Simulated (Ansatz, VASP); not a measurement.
# One calculation of Cu, two programs

Contents of INCAR:

```
  PREC = Accurate
  ENCUT = 520
  EDIFF = 1E-6
  ISMEAR = 0
  SIGMA = 0.15
  LREAL = False
  LASPH = True
  NELM = 100
  ALGO = Fast
  ISIF = 2
  LWAVE = False
  LCHARG = False
  GGA = PS
  NBANDS = 12
```

File KPOINTS:

```
Automatic mesh
0
Gamma
  22 22 22
```

File POSCAR:

```
Cu
1.0
    0.0000000000      2.0786250000      1.8075000000
    1.5363750000      0.0000000000      1.8075000000
    1.5363750000      2.0786250000      0.0000000000
Cu
1
Direct
    0.0000000000      0.0000000000      0.0000000000
```

Input for Ansatz:

```yaml
crystal:
  lattice:
    - [0.0, 2.078625, 1.8075]
    - [1.536375, 0.0, 1.8075]
    - [1.536375, 2.078625, 0.0]
  atoms:
    - { symbol: Cu, position: [0.0, 0.0, 0.0] }
basis:
  ecutwfc: 420
kpoints:
  mp_grid: { grid: [22, 22, 22] }
hamiltonian:
  xc: pbesol
scf:
  occupations: { method: gaussian, width: 0.15 }
output:
  forces: true
  stress: true
  eigenvalues: true
  write_density: true
  write_potential: true
  elf: true
  volumetric_format: npy
```

Change from the starting cell: strain -0.1500 x Voigt [1, -1, 0, 0, 0, 0], atoms carried along.

Alike in both runs: task single point; functional PBEsol; k mesh 22 × 22 × 22; occupations gaussian, width 0.15 eV; no spin polarisation.

```csv
,VASP,Ansatz
version,VASP 6.6.1,Ansatz 0.2.0
potentials or method,"VASP PAW PBE potentials, release 64 (Cu), cutoff 520 eV","scalar-relativistic, plane waves, PAW"
valence electrons in the cell,11,19
```

Ansatz gave:

```
gap on the k mesh at the Fermi level (eV)                     : none
pressure (GPa)                                                : -0.4
traceless stress, the component that is largest in VASP (GPa) : -13.77
```

Question: Estimate VASP's values.

Answer: gap on the k mesh at the Fermi level (eV): none; pressure (GPa): 0.2; traceless stress, the component that is largest in VASP (GPa): -13.67.

VASP's potentials were made for PBE, not for PBEsol. A gap of «none» marks a metal or a gap that the smearing closes. VASP's potentials hold 11 valence electrons a cell and Ansatz's 19, so a difference there can come from the potentials and not from the codes.
